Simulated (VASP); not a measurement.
# P (P2/m) in VASP: further runs

P is run at these levels: PBEsol; tasks: single point.

Program: VASP 6.6.1. These are calculated values, not measurements. Logs are shortened: lines on timing, memory, paths and dates and some standing lists are left out, and cuts for length are marked.

### Step 1. The cell of the first run

It takes space group P2/m (No. 10, monoclinic). The conventional cell has a = 2.435 Å, b = 2.435 Å, c = 9.635 Å, α = 90.00°, β = 95.80°, γ = 90.00°. P (site symmetry m) has 6 P at 2.40 to 2.43 Å within 3.2 Å. P (site symmetry m) has 7 P at 2.40 to 2.81 Å within 3.2 Å.

### Step 2. Single point, PBEsol

The input, INCAR:

```
  PREC = Accurate
  ENCUT = 520
  EDIFF = 1E-7
  ISMEAR = 0
  SIGMA = 0.15
  LREAL = F
  LASPH = T
  NELM = 100
  ALGO = Normal
  ISIF = 2
  LWAVE = F
  LCHARG = F
  GGA = PS
  NBANDS = 18
```

The input, KPOINTS:

```
Automatic mesh
0
Gamma
  24 24 6
```

The input, POSCAR:

```
P
1.0
   -2.4347371633      0.0000000000     -0.0052449062
    0.0000000000     -2.4346254889      0.0000000000
   -0.9936992794      0.0000000000      9.5837971430
P
4
Direct
    0.7500000000      0.0000000000      0.6250000000
    0.9500000000      0.0000000000      0.1250000000
   -0.3500000000      0.0000000000      0.8750000000
   -0.1500000000      0.0000000000      0.3750000000
```

Potentials or basis: VASP PAW PBE potentials, release 64 (P).

Started as:

```bash
$ cat potpaw_PBE.64/P/POTCAR > POTCAR
$ mpirun -np 1 vasp_std > vasp.out
```

OUTCAR:

```text
PREC = Accurate
   ENCUT = 520
   EDIFF = 1E-7
   ISMEAR = 0
   LREAL = F
   LASPH = T
   NELM = 100
   ISIF = 2
   GGA = PS

 ion  position               nearest neighbor table
   1  0.750  0.000  0.625-   3 2.40   4 2.40
   2  0.950  0.000  0.125-   4 2.40   3 2.59   3 2.81
   3  0.650  0.000  0.875-   1 2.40   2 2.59   2 2.81
   4  0.850  0.000  0.375-   1 2.40   2 2.40

  LATTYP: Found a simple monoclinic cell.
 ALAT       =     2.4347428126
 B/A-ratio  =     0.9999518127
 C/A-ratio  =     3.9573688849
 COS(beta)  =    -0.1009895076

  Lattice vectors:

 A1 = (  -2.4347371633,   0.0000000000,  -0.0052449062)
 A2 = (   0.0000000000,   2.4346254889,   0.0000000000)
 A3 = (   0.9936992794,   0.0000000000,  -9.5837971430)

Analysis of symmetry for initial positions (statically):
=====================================================================
 Subroutine PRICEL returns:
 Original cell was already a primitive cell.

 Routine SETGRP: Setting up the symmetry group for a
 simple monoclinic supercell.

 Subroutine GETGRP returns: Found  4 space group operations
 (whereof  2 operations were pure point group operations)
 out of a pool of  4 trial point group operations.

The static configuration has the point symmetry C_1h.
 The point group associated with its full space group is C_2h.

Analysis of symmetry for dynamics (positions and initial velocities):
=====================================================================
 Subroutine PRICEL returns:
 Original cell was already a primitive cell.

 Routine SETGRP: Setting up the symmetry group for a
 simple monoclinic supercell.

 Subroutine GETGRP returns: Found  4 space group operations
 (whereof  2 operations were pure point group operations)
 out of a pool of  4 trial point group operations.

The dynamic configuration has the point symmetry C_1h.
 The point group associated with its full space group is C_2h.

 Subroutine INISYM returns: Found  4 space group operations
 (whereof  2 operations are pure point group operations),
 and found     1 'primitive' translations

----------------------------------------------------------------------------------------

                                     Primitive cell

  volume of cell :      56.8223

  direct lattice vectors                    reciprocal lattice vectors
    -2.434737163  0.000000000 -0.005244906    -0.410630234  0.000000000 -0.042576336
     0.000000000 -2.434625489  0.000000000     0.000000000 -0.410740791  0.000000000
    -0.993699279  0.000000000  9.583797143    -0.000224725  0.000000000  0.104319475

  length of vectors
     2.434742813  2.434625489  9.635175449     0.412831604  0.410740791  0.104319718

  position of ions in fractional coordinates (direct lattice)
     0.750000000  0.000000000  0.625000000
     0.950000000  0.000000000  0.125000000
     0.650000000  0.000000000  0.875000000
     0.850000000  0.000000000  0.375000000

  ion indices of the primitive-cell ions
   primitive index   ion index
                 1           1
                 2           2
                 3           3
                 4           4

----------------------------------------------------------------------------------------

 KPOINTS: Automatic mesh

Automatic generation of k-mesh.
 Grid dimensions read from file:
 generate k-points for:   24   24    6

 Generating k-lattice:

  Cartesian coordinates                     Fractional coordinates (reciprocal lattice)
    -0.017109593  0.000000000 -0.001774014     0.041666667  0.000000000 -0.000000000
     0.000000000 -0.017114200  0.000000000     0.000000000  0.041666667  0.000000000
    -0.000037454  0.000000000  0.017386579     0.000000000  0.000000000  0.166666667

  Length of vectors
     0.017201317  0.017114200  0.017386620

  Shift w.r.t. Gamma in fractional coordinates (k-lattice)
     0.000000000  0.000000000  0.000000000

 Subroutine IBZKPT returns following result:
 ===========================================

 Found    962 irreducible k-points:

 Following reciprocal coordinates:
            Coordinates               Weight
  0.000000  0.000000  0.000000      1.000000
  0.041667  0.000000 -0.000000      2.000000
  0.083333  0.000000 -0.000000      2.000000
  0.125000  0.000000 -0.000000      2.000000
  0.166667  0.000000 -0.000000      2.000000
  0.208333  0.000000 -0.000000      2.000000
[... 16 lines left out ...]
  0.375000  0.041667 -0.000000      4.000000
  0.416667  0.041667 -0.000000      4.000000
 [... further k-points ...]
   k-points           NKPTS =    962   k-points in BZ     NKDIM =    962   number of bands    NBANDS=     18
   number of dos      NEDOS =    301   number of ions     NIONS =      4
   total plane-waves  NPLWV =  23328
   dimension x,y,z NGX =    18 NGY =   18 NGZ =   72
   dimension x,y,z NGXF=    36 NGYF=   36 NGZF=  144
   ions per type =               4
   NGX,Y,Z   is equivalent  to a cutoff of  12.29, 12.29, 12.42 a.u.
   NGXF,Y,Z  is equivalent  to a cutoff of  24.58, 24.58, 24.85 a.u.
 SYSTEM =  unknown system
   PREC   = accura    normal or accurate (medium, high low for compatibility)
   ISTART =      0    job   : 0-new  1-cont  2-samecut
   ICHARG =      2    charge: 1-file 2-atom 10-const
   ISPIN  =      1    spin polarized calculation?
   LNONCOLLINEAR =      F non collinear calculations
   LSORBIT =      F    spin-orbit coupling
   LASPH  =      T    aspherical Exc in radial PAW
   ENCUT  =  520.0 eV  38.22 Ry    6.18 a.u.   4.53  4.53 17.92*2*pi/ulx,y,z
   NELM   =    100;   NELMIN=  2; NELMDL= -5     # of ELM steps
   EDIFF  = 0.1E-06   stopping-criterion for ELM
   LREAL  =      F    real-space projection
   EDIFFG = 0.1E-05   stopping-criterion for IOM
   NSW    =      0    number of steps for IOM
   IBRION =     -1    ionic relax: 0-MD 1-quasi-New 2-CG
   NFREE  =      0    steps in history (QN), initial steepest desc. (CG)
   ISIF   =      2    stress and relaxation
   ISYM   =      2    0-nonsym 1-usesym 2-fastsym
   POTIM  = 0.5000    time-step for ionic-motion
   TEBEG  =    0.0;   TEEND  =   0.0 temperature during run
   PSTRESS=    0.0 pullay stress
   NELECT =      20.0000    total number of electrons
   NUPDOWN=      -1.0000    fix difference up-down
   EMIN   =  10.00;   EMAX   =-10.00  energy-range for DOS
   EFERMI =   0.00;   METHOD = LEGACY
   ISMEAR =     0;   SIGMA  =   0.15  broadening in eV -4-tet -1-fermi 0-gaus
   EFERMI_NEDOS =   21; number of points for ismear=-14 and -15
   IALGO  =     38    algorithm
   IMIX   =      4    mixing-type and parameters
     AMIX     =   0.40;   BMIX     =  1.00
     AMIX_MAG =   1.60;   BMIX_MAG =  1.00
  volume/ion in A,a.u.               =      14.21        95.86
  Fermi-wavevector in a.u.,A,eV,Ry     =   1.155878  2.184292 18.178108  1.336053
  Thomas-Fermi vector in A             =   2.292503
   LORBIT       =      0    0 simple, 1 ext, 2 COOP (PROOUT), +10 PAW based schemes
   GGA     = PS    functional components
   LHFCALC =     F    Hartree Fock is set to
   AEXX    =    0.0000 exact exchange contribution
   IVDW    =     0    specifies the selected vdW correction
   LEPSILON=     F    determine dielectric tensor
   LRPA    =     F    only Hartree local field effects (RPA)
 non-spin polarized calculation
 Gauss-broadening in eV      SIGMA  =   0.15
  energy-cutoff  :      520.00
  volume of cell :       56.82
 maximum number of plane-waves:      1563
   NGX =  9   NGY =  9   NGZ = 35

 number of electron      19.9999995 magnetization

 Free energy of the ion-electron system (eV)
  ---------------------------------------------------
  ext. energy  EPLUGINS =         0.00000000
  ---------------------------------------------------
  free energy    TOTEN  =       -22.75355151 eV

  energy without entropy =      -22.73709248  energy(sigma->0) =      -22.74532199

 E-fermi :   9.9815     XC(G=0): -11.5005

 val. band max:        9.9807152376   @ k =   0.2917   0.2917  -0.0000
 cond. band min:       9.9818768908   @ k =   0.2083   0.2917   0.3333
 fundamental gap:      0.0011616532
 Fermi energy:         9.9814771641

 k-point     1 :       0.0000    0.0000    0.0000
  band No.  band energies     occupation
      1      -6.7994      2.00000
      2      -5.3447      2.00000
      3      -5.3055      2.00000
      4      -2.1481      2.00000
      5       1.0760      2.00000
      6       6.9352      2.00000
[... 10 lines left out ...]
     17      17.3100      0.00000
     18      17.5182      0.00000

 k-point     2 :       0.0417    0.0000   -0.0000
  band No.  band energies     occupation
      1      -6.7588      2.00000
      2      -5.3362      2.00000
      3      -5.2332      2.00000
      4      -2.1108      2.00000
      5       1.1163      2.00000
      6       6.8901      2.00000
[... 10 lines left out ...]
     17      17.9164      0.00000
     18      17.9868      0.00000

 k-point     3 :       0.0833    0.0000   -0.0000
  band No.  band energies     occupation
      1      -6.6369      2.00000
      2      -5.2609      2.00000
      3      -5.0665      2.00000
      4      -1.9990      2.00000
      5       1.2370      2.00000
      6       6.8655      2.00000
[... 10 lines left out ...]
     17      18.0504      0.00000
     18      19.0770      0.00000

 k-point     4 :       0.1250    0.0000   -0.0000
  band No.  band energies     occupation
      1      -6.4345      2.00000
      2      -5.1066      2.00000
      3      -4.8187      2.00000
      4      -1.8131      2.00000
      5       1.4367      2.00000
      6       6.8997      2.00000
[... 10 lines left out ...]
     17      18.1888      0.00000
     18      19.8129      0.00000

 k-point     5 :       0.1667    0.0000   -0.0000
  band No.  band energies     occupation
      1      -6.1523      2.00000
      2      -4.8731      2.00000
      3      -4.4917      2.00000
      4      -1.5539      2.00000
      5       1.7131      2.00000
      6       6.9882      2.00000
[... 10 lines left out ...]
     17      18.3791      0.00000
     18      19.4114      0.00000

 k-point     6 :       0.2083    0.0000   -0.0000
  band No.  band energies     occupation
      1      -5.7922      2.00000
      2      -4.5619      2.00000
      3      -4.0877      2.00000
      4      -1.2227      2.00000
      5       2.0621      2.00000
      6       7.0978      2.00000
[... 10 lines left out ...]
     17      18.0446      0.00000
     18      18.6169      0.00000

 k-point     7 :       0.2500    0.0000   -0.0000
  band No.  band energies     occupation
      1      -5.3565      2.00000
      2      -4.1753      2.00000
      3      -3.6095      2.00000
      4      -0.8218      2.00000
      5       2.4763      2.00000
      6       6.7700      2.00000
[... 10 lines left out ...]
     17      17.9339      0.00000
     18      18.9014      0.00000

 k-point     8 :       0.2917    0.0000   -0.0000
  band No.  band energies     occupation
      1      -4.8497      2.00000
      2      -3.7172      2.00000
      3      -3.0621      2.00000
      4      -0.3553      2.00000
      5       2.9414      2.00000
      6       5.4546      2.00000
[... 10 lines left out ...]
     17      17.6979      0.00000
     18      18.8996      0.00000
[... 229 lines left out ...]
     17      18.2570      0.00000
     18      18.4169      0.00000

 k-point    20 :       0.2500    0.0417   -0.0000
  band No.  band energies     occupation
      1      -5.3167      2.00000
      2      -4.1357      2.00000
      3      -3.5699      2.00000
      4      -0.7820      2.00000
      5       2.5122      2.00000
      6       6.8034      2.00000
[... 10 lines left out ...]
     17      18.3050      0.00000
     18      18.5861      0.00000

 k-point    21 :       0.2917    0.0417   -0.0000
  band No.  band energies     occupation
      1      -4.8099      2.00000
      2      -3.6775      2.00000
      3      -3.0225      2.00000
      4      -0.3157      2.00000
      5       2.9771      2.00000
      6       5.4894      2.00000
[... 10 lines left out ...]
     17      17.8129      0.00000
     18      18.8152      0.00000

 k-point    22 :       0.3333    0.0417    0.0000
  band No.  band energies     occupation
      1      -4.2397      2.00000
      2      -3.1549      2.00000
      3      -2.4151      2.00000
      4       0.2076      2.00000
      5       3.4555      2.00000
      6       4.2569      2.00000
[... 10 lines left out ...]
     17      17.6143      0.00000
     18      19.1321      0.00000

 k-point    23 :       0.3750    0.0417   -0.0000
  band No.  band energies     occupation
      1      -3.6215      2.00000
      2      -2.5817      2.00000
      3      -1.7669      2.00000
      4       0.7644      2.00000
      5       3.1394      2.00000
      6       3.6262      2.00000
[... 10 lines left out ...]
     17      18.0206      0.00000
     18      19.4403      0.00000

 k-point    24 :       0.4167    0.0417   -0.0000
  band No.  band energies     occupation
      1      -2.9906      2.00000
      2      -1.9893      2.00000
      3      -1.1259      2.00000
      4       1.2551      2.00000
      5       2.2343      2.00000
      6       2.8485      2.00000
[... 10 lines left out ...]
     17      18.3851      0.00000
     18      19.5977      0.00000

 [... further k-points ...]
[... 5 lines left out ...]
  --------------------------------------------------------------------------------------
  -------------------------------------------------------------------------------------
  Total       -0.0226027     -0.3026193      1.1616538      0.0000000      0.0000000      0.9986125
  in kB       -0.6373127     -8.5327378     32.7543106      0.0000000      0.0000000     28.1571516
  external PRESSURE =       7.8614200 kB  Pullay stress =       0.0000000 kB

 VOLUME and BASIS-vectors are now :
 -----------------------------------------------------------------------------
  energy-cutoff  :      520.00
  volume of cell :       56.82
      direct lattice vectors                 reciprocal lattice vectors
    -2.434737163  0.000000000 -0.005244906    -0.410630234  0.000000000 -0.042576336
     0.000000000 -2.434625489  0.000000000     0.000000000 -0.410740791  0.000000000
    -0.993699279  0.000000000  9.583797143    -0.000224725  0.000000000  0.104319475

 POSITION                                       TOTAL-FORCE (eV/Angst)
 -----------------------------------------------------------------------------------
     -2.44711      0.00000      5.98594        -0.026401      0.000000      0.265694
     -2.43721      0.00000      1.19299         0.337286      0.000000      0.446295
     -2.45207      0.00000      8.38241        -0.337286      0.000000     -0.446295
     -2.44216      0.00000      3.58947         0.026401      0.000000     -0.265694
 -----------------------------------------------------------------------------------
    total drift:                                0.000003      0.000000      0.000000

  FREE ENERGIE OF THE ION-ELECTRON SYSTEM (eV)
  ---------------------------------------------------
  free  energy   TOTEN  =       -22.7535515051 eV

  energy  without entropy=      -22.7370924770  energy(sigma->0) =      -22.74532199
```

Wall time 11 min (1 thread of Intel Xeon Platinum 8559C (Emerald Rapids), shared host); peak memory 0.7 GiB.

What came out:

```
Free energy            : -22.7536 eV
Pressure               : 0.8 GPa
Largest force          : 0.559 eV/Å
Band gap on the k mesh : zero (bands 10 and 11 overlap by 8.19 eV)
```

Forces on the atoms (eV/Å):
```
P   -0.026  0.000  0.266
P    0.337  0.000  0.446
P   -0.337  0.000 -0.446
P    0.026  0.000 -0.266
```

Stress tensor (GPa, compression positive):
```
-0.06  0.00  2.82
 0.00 -0.85  0.00
 2.82  0.00  3.28
```

Levels at points of the mesh, in eV from the Fermi level:
```tsv
k point	band 8	band 9	band 10	band 11	band 12	band 13
(0.00, 0.00, 0.00)	4.91	5.14	5.23	5.34	6.02	6.08
(0.50, 0.00, 0.00)	-6.00	-4.28	-1.27	0.96	1.83	5.44
(0.00, 0.50, 0.00)	-5.46	-5.27	0.55	0.75	0.76	6.03
(0.50, 0.50, 0.00)	-4.29	-3.87	-2.78	-2.51	-1.84	-0.91
(0.00, 0.00, 0.50)	1.58	4.92	5.19	5.22	5.93	6.08
(0.50, 0.00, 0.50)	-6.11	-3.68	-2.20	1.45	2.15	5.07
(0.00, 0.50, 0.50)	-6.17	-3.12	-2.97	2.39	2.45	4.61
(0.50, 0.50, 0.50)	-4.34	-3.47	-2.87	-2.74	-2.35	0.08
```

Caveat: the PAW data sets were made with another functional, which shifts forces and pressure a little.

(Continued in part 2 of 2.)
